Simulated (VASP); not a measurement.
## Si: single point with PBE

The system is Si.

```
Si
1.0
     0.00000    2.72320    2.82423
     2.72320    0.00000    2.82423
     2.72320    2.72320    0.00000
Si
2
Direct
  0.50000 0.50000 0.50000
  0.75000 0.75000 0.75000
```

```yaml
Program: VASP 6.6.1
Task: single point
Functional: PBE
Potentials_or_basis: VASP PAW PBE potentials, release 64 (Si)
Cutoff: 520 eV
k_mesh: 10 × 10 × 10
Occupations: gaussian, width 0.05 eV
Spin: no spin polarisation
```

```json
{"Pressure": "-2.1 GPa", "Band gap on the k mesh": "0.47 eV (least direct gap 2.32 eV)"}
```

Stress tensor (GPa, compression positive):
```
-0.84  0.00  0.00
 0.00 -0.84  0.00
 0.00  0.00 -4.54
```

Levels at points of the mesh, in eV from the valence-band top:
```tsv
k point	band 1	band 2	band 3	band 4	band 5	band 6	band 7	band 8
(0.00, 0.00, 0.00)	-11.74	-0.26	0.00	0.00	2.42	2.42	2.55	2.75
(0.50, 0.00, 0.00)	-9.52	-6.85	-1.41	-1.07	1.25	3.19	3.40	7.59
(0.50, 0.50, 0.00)	-7.89	-7.89	-2.64	-2.64	0.90	0.90	9.66	9.66
(0.50, 0.00, 0.50)	-7.69	-7.69	-2.90	-2.90	0.62	0.62	9.47	9.47
```

Run time: 71 s on 1 thread of AMD EPYC 7R13, with other jobs on the host, peak memory 0.15 GiB.

A k mesh can miss the band edges. A hybrid or GW would open this gap; PBE tends to underestimate it.
